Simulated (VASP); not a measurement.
# Al3InH (Pm-3m) in VASP: single point with PBE

Aim: the single point of Al3InH with PBE.

Everything below comes from runs of VASP 6.6.1. Logs are shortened: lines on timing, memory, paths and dates and some standing lists are left out, and cuts for length are marked.

## Step 1: The cell of the first run

It takes space group Pm-3m (No. 221, cubic). The conventional cell has a = 4.382 Å, b = 4.382 Å, c = 4.382 Å, α = 90.00°, β = 90.00°, γ = 90.00°. Al (site symmetry 4/mmm) has 2 H at 2.19 Å within 2.9 Å. In (site symmetry m-3m) has 12 Al at 3.10 Å and 8 H at 3.80 Å within 4.1 Å. H (site symmetry m-3m) has 6 Al at 2.19 Å within 2.9 Å.

The cell was built from a structure type or drawn by symmetry, and may not be a known phase.

## Step 2: Single point, PBE

INCAR reads:

```
SYSTEM = Al3InH
ALGO = Normal ; EDIFF = 1E-6
ENCUT = 520 ; GGA = PE
ISIF = 2 ; ISMEAR = 0
LASPH = .TRUE. ; LCHARG = .FALSE.
LREAL = .FALSE. ; LWAVE = .FALSE.
NBANDS = 20 ; NELM = 60
PREC = Accurate ; SIGMA = 0.1
```

KPOINTS reads:

```
k-points
0
G
  4 4 4
  0 0 0
```

POSCAR reads:

```
Al3InH
1.0
    4.3821374400      0.0000000000      0.0000000000
    0.0000000000      4.3821374400      0.0000000000
    0.0000000000      0.0000000000      4.3821374400
Al In H
3 1 1
Direct
    0.5000000000      0.0000000000      0.0000000000
    0.0000000000      0.5000000000      0.0000000000
    0.0000000000      0.0000000000      0.5000000000
    0.5000000000      0.5000000000      0.5000000000
    0.0000000000      0.0000000000      0.0000000000
```

Potentials or basis: VASP PAW PBE potentials, release 64 (Al, In_d, H).

Launch:

```console
cat potpaw_PBE.64/Al/POTCAR potpaw_PBE.64/In_d/POTCAR potpaw_PBE.64/H/POTCAR > POTCAR
mpirun -np 1 vasp_std > vasp.out
```

OUTCAR:

```text
SYSTEM = Al3InH
   EDIFF = 1E-6
   ENCUT = 520
   GGA = PE
   ISIF = 2
   ISMEAR = 0
   LASPH = .TRUE.
   LREAL = .FALSE.
   NELM = 60
   PREC = Accurate

 ion  position               nearest neighbor table
   1  0.500  0.000  0.000-   2 3.10   3 3.10   4 3.10   3 3.10   4 3.10   2 3.10   4 3.10   4 3.10
                             2 3.10   3 3.10   3 3.10   2 3.10
   2  0.000  0.500  0.000-   1 3.10   3 3.10   4 3.10   3 3.10   4 3.10   1 3.10   3 3.10   3 3.10
                             1 3.10   4 3.10   4 3.10   1 3.10
   3  0.000  0.000  0.500-   1 3.10   2 3.10   4 3.10   1 3.10   2 3.10   2 3.10   4 3.10   2 3.10
                             1 3.10   4 3.10   1 3.10   4 3.10
   4  0.500  0.500  0.500-   1 3.10   2 3.10   3 3.10   1 3.10   2 3.10   1 3.10   3 3.10   1 3.10
                             2 3.10   3 3.10   2 3.10   3 3.10
   5  0.000  0.000  0.000-

  LATTYP: Found a simple cubic cell.
 ALAT       =     4.3821374400

  Lattice vectors:

 A1 = (   4.3821374400,   0.0000000000,   0.0000000000)
 A2 = (   0.0000000000,   4.3821374400,   0.0000000000)
 A3 = (   0.0000000000,   0.0000000000,   4.3821374400)

Analysis of symmetry for initial positions (statically):
=====================================================================
 Subroutine PRICEL returns:
 Original cell was already a primitive cell.

 Routine SETGRP: Setting up the symmetry group for a
 simple cubic supercell.

 Subroutine GETGRP returns: Found 48 space group operations
 (whereof 48 operations were pure point group operations)
 out of a pool of 48 trial point group operations.

The static configuration has the point symmetry O_h .

Analysis of symmetry for dynamics (positions and initial velocities):
=====================================================================
 Subroutine PRICEL returns:
 Original cell was already a primitive cell.

 Routine SETGRP: Setting up the symmetry group for a
 simple cubic supercell.

 Subroutine GETGRP returns: Found 48 space group operations
 (whereof 48 operations were pure point group operations)
 out of a pool of 48 trial point group operations.

The dynamic configuration has the point symmetry O_h .

 Subroutine INISYM returns: Found 48 space group operations
 (whereof 48 operations are pure point group operations),
 and found     1 'primitive' translations

----------------------------------------------------------------------------------------

                                     Primitive cell

  volume of cell :      84.1507

  direct lattice vectors                    reciprocal lattice vectors
     4.382137440  0.000000000  0.000000000     0.228199141  0.000000000  0.000000000
     0.000000000  4.382137440  0.000000000     0.000000000  0.228199141  0.000000000
     0.000000000  0.000000000  4.382137440     0.000000000  0.000000000  0.228199141

  length of vectors
     4.382137440  4.382137440  4.382137440     0.228199141  0.228199141  0.228199141

  position of ions in fractional coordinates (direct lattice)
     0.500000000  0.000000000  0.000000000
     0.000000000  0.500000000  0.000000000
     0.000000000  0.000000000  0.500000000
     0.500000000  0.500000000  0.500000000
     0.000000000  0.000000000  0.000000000

  ion indices of the primitive-cell ions
   primitive index   ion index
                 1           1
                 2           2
                 3           3
                 4           4
                 5           5

----------------------------------------------------------------------------------------

 KPOINTS: k-points

Automatic generation of k-mesh.
 Grid dimensions read from file:
 generate k-points for:    4    4    4

 Generating k-lattice:

  Cartesian coordinates                     Fractional coordinates (reciprocal lattice)
     0.057049785  0.000000000  0.000000000     0.250000000  0.000000000  0.000000000
     0.000000000  0.057049785  0.000000000     0.000000000  0.250000000  0.000000000
     0.000000000  0.000000000  0.057049785     0.000000000  0.000000000  0.250000000

  Length of vectors
     0.057049785  0.057049785  0.057049785

  Shift w.r.t. Gamma in fractional coordinates (k-lattice)
     0.000000000  0.000000000  0.000000000

 Subroutine IBZKPT returns following result:
 ===========================================

 Found     10 irreducible k-points:

 Following reciprocal coordinates:
            Coordinates               Weight
  0.000000  0.000000  0.000000      1.000000
  0.250000  0.000000  0.000000      6.000000
  0.500000  0.000000  0.000000      3.000000
  0.250000  0.250000  0.000000     12.000000
  0.500000  0.250000  0.000000     12.000000
  0.500000  0.500000  0.000000      3.000000
  0.250000  0.250000  0.250000      8.000000
  0.500000  0.250000  0.250000     12.000000
  0.500000  0.500000  0.250000      6.000000
  0.500000  0.500000  0.500000      1.000000
   k-points           NKPTS =     10   k-points in BZ     NKDIM =     10   number of bands    NBANDS=     20
   number of dos      NEDOS =    301   number of ions     NIONS =      5
   total plane-waves  NPLWV =  46656
   dimension x,y,z NGX =    36 NGY =   36 NGZ =   36
   dimension x,y,z NGXF=    72 NGYF=   72 NGZF=   72
   ions per type =               3   1   1
   NGX,Y,Z   is equivalent  to a cutoff of  13.66, 13.66, 13.66 a.u.
   NGXF,Y,Z  is equivalent  to a cutoff of  27.31, 27.31, 27.31 a.u.
 SYSTEM =  Al3InH
   PREC   = accura    normal or accurate (medium, high low for compatibility)
   ISTART =      0    job   : 0-new  1-cont  2-samecut
   ICHARG =      2    charge: 1-file 2-atom 10-const
   ISPIN  =      1    spin polarized calculation?
   LNONCOLLINEAR =      F non collinear calculations
   LSORBIT =      F    spin-orbit coupling
   LASPH  =      T    aspherical Exc in radial PAW
   ENCUT  =  520.0 eV  38.22 Ry    6.18 a.u.   8.15  8.15  8.15*2*pi/ulx,y,z
   NELM   =     60;   NELMIN=  2; NELMDL= -5     # of ELM steps
   EDIFF  = 0.1E-05   stopping-criterion for ELM
   LREAL  =      F    real-space projection
   EDIFFG = 0.1E-04   stopping-criterion for IOM
   NSW    =      0    number of steps for IOM
   IBRION =     -1    ionic relax: 0-MD 1-quasi-New 2-CG
   NFREE  =      0    steps in history (QN), initial steepest desc. (CG)
   ISIF   =      2    stress and relaxation
   ISYM   =      2    0-nonsym 1-usesym 2-fastsym
   POTIM  = 0.5000    time-step for ionic-motion
   TEBEG  =    0.0;   TEEND  =   0.0 temperature during run
   PSTRESS=    0.0 pullay stress
   NELECT =      23.0000    total number of electrons
   NUPDOWN=      -1.0000    fix difference up-down
   EMIN   =  10.00;   EMAX   =-10.00  energy-range for DOS
   EFERMI =   0.00;   METHOD = LEGACY
   ISMEAR =     0;   SIGMA  =   0.10  broadening in eV -4-tet -1-fermi 0-gaus
   EFERMI_NEDOS =   21; number of points for ismear=-14 and -15
   IALGO  =     38    algorithm
   IMIX   =      4    mixing-type and parameters
     AMIX     =   0.40;   BMIX     =  1.00
     AMIX_MAG =   1.60;   BMIX_MAG =  1.00
  volume/ion in A,a.u.               =      16.83       113.58
  Fermi-wavevector in a.u.,A,eV,Ry     =   1.062425  2.007691 15.357522  1.128746
  Thomas-Fermi vector in A             =   2.197875
   LORBIT       =      0    0 simple, 1 ext, 2 COOP (PROOUT), +10 PAW based schemes
   GGA     = PE    functional components
   LHFCALC =     F    Hartree Fock is set to
   AEXX    =    0.0000 exact exchange contribution
   IVDW    =     0    specifies the selected vdW correction
   LEPSILON=     F    determine dielectric tensor
   LRPA    =     F    only Hartree local field effects (RPA)
 non-spin polarized calculation
 Gauss-broadening in eV      SIGMA  =   0.10
  energy-cutoff  :      520.00
  volume of cell :       84.15
 maximum number of plane-waves:      2301
 NGX is ok and might be reduce to    36
   NGX = 17   NGY = 17   NGZ = 17

 number of electron      22.9999991 magnetization

 Free energy of the ion-electron system (eV)
  ---------------------------------------------------
  ext. energy  EPLUGINS =         0.00000000
  ---------------------------------------------------
  free energy    TOTEN  =       -16.01634966 eV

  energy without entropy =      -16.00647266  energy(sigma->0) =      -16.01141116

 E-fermi :   6.8590     XC(G=0): -10.0150

 val. band max:        6.7073653827   @ k =   0.5000   0.2500   0.0000
 cond. band min:       6.9029324385   @ k =   0.5000   0.2500   0.0000
 fundamental gap:      0.1955670558
 Fermi energy:         6.8589884870

 k-point     1 :       0.0000    0.0000    0.0000
  band No.  band energies     occupation
      1      -7.6057      2.00000
      2      -7.6057      2.00000
      3      -7.5729      2.00000
      4      -7.5729      2.00000
      5      -7.5729      2.00000
      6      -3.5898      2.00000
[... 12 lines left out ...]
     19      11.4862      0.00000
     20      12.6808      0.00000

 k-point     2 :       0.2500    0.0000    0.0000
  band No.  band energies     occupation
      1      -7.6033      2.00000
      2      -7.5859      2.00000
      3      -7.5812      2.00000
      4      -7.5812      2.00000
      5      -7.5721      2.00000
      6      -3.1204      2.00000
[... 12 lines left out ...]
     19      12.9910      0.00000
     20      13.0388      0.00000

 k-point     3 :       0.5000    0.0000    0.0000
  band No.  band energies     occupation
      1      -7.6009      2.00000
      2      -7.5895      2.00000
      3      -7.5895      2.00000
      4      -7.5713      2.00000
      5      -7.5662      2.00000
      6      -2.0607      2.00000
[... 12 lines left out ...]
     19      13.4957      0.00000
     20      13.4980      0.00000

 k-point     4 :       0.2500    0.2500    0.0000
  band No.  band energies     occupation
      1      -7.5945      2.00000
      2      -7.5917      2.00000
      3      -7.5805      2.00000
      4      -7.5800      2.00000
      5      -7.5736      2.00000
      6      -2.6526      2.00000
[... 107 lines left out ...]
 k-point     9 :       0.5000    0.5000    0.2500
  band No.  band energies     occupation
      1      -7.6170      2.00000
      2      -7.6004      2.00000
      3      -7.6004      2.00000
      4      -7.5602      2.00000
      5      -7.5390      2.00000
      6      -0.5381      2.00000
[... 12 lines left out ...]
     19      15.0103      0.00000
     20      15.3805      0.00000

 k-point    10 :       0.5000    0.5000    0.5000
  band No.  band energies     occupation
      1      -7.6135      2.00000
      2      -7.6135      2.00000
      3      -7.6135      2.00000
      4      -7.5386      2.00000
      5      -7.5386      2.00000
      6      -0.0750      2.00000
[... 12 lines left out ...]
     19      15.7602      0.00000
     20      17.0015      0.00000

------------------------ aborting loop because EDIFF is reached ----------------------------------------

  FORCE on cell =-STRESS in cart. coord.  units (eV):
  Direction    XX          YY          ZZ          XY          YZ          ZX
  --------------------------------------------------------------------------------------
  -------------------------------------------------------------------------------------
  Total       -1.3939554     -1.3939554     -1.3939554     -0.0000000      0.0000000      0.0000000
  in kB      -26.5400337    -26.5400337    -26.5400337     -0.0000000      0.0000000      0.0000000
  external PRESSURE =     -26.5400337 kB  Pullay stress =       0.0000000 kB

 VOLUME and BASIS-vectors are now :
 -----------------------------------------------------------------------------
  energy-cutoff  :      520.00
  volume of cell :       84.15
      direct lattice vectors                 reciprocal lattice vectors
     4.382137440  0.000000000  0.000000000     0.228199141  0.000000000  0.000000000
     0.000000000  4.382137440  0.000000000     0.000000000  0.228199141  0.000000000
     0.000000000  0.000000000  4.382137440     0.000000000  0.000000000  0.228199141

 POSITION                                       TOTAL-FORCE (eV/Angst)
 -----------------------------------------------------------------------------------
      2.19107      0.00000      0.00000         0.000000      0.000000      0.000000
      0.00000      2.19107      0.00000         0.000000      0.000000      0.000000
      0.00000      0.00000      2.19107         0.000000      0.000000      0.000000
      2.19107      2.19107      2.19107         0.000000      0.000000      0.000000
      0.00000      0.00000      0.00000         0.000000      0.000000      0.000000
 -----------------------------------------------------------------------------------
    total drift:                                0.000000      0.000000      0.000000

  FREE ENERGIE OF THE ION-ELECTRON SYSTEM (eV)
  ---------------------------------------------------
  free  energy   TOTEN  =       -16.0163496641 eV

  energy  without entropy=      -16.0064726582  energy(sigma->0) =      -16.01141116
```

Wall time 33 s (1 thread of AMD EPYC 7R13, shared host); peak memory 0.18 GiB.

Results:

```yaml
Free_energy: -16.0163 eV
Pressure: -2.7 GPa
Band_gap_on_the_k_mesh: zero (an odd number of electrons rules out a gap without spin polarisation)
```

Caveat: spin-orbit coupling is left out, which moves the levels of the heavy elements.
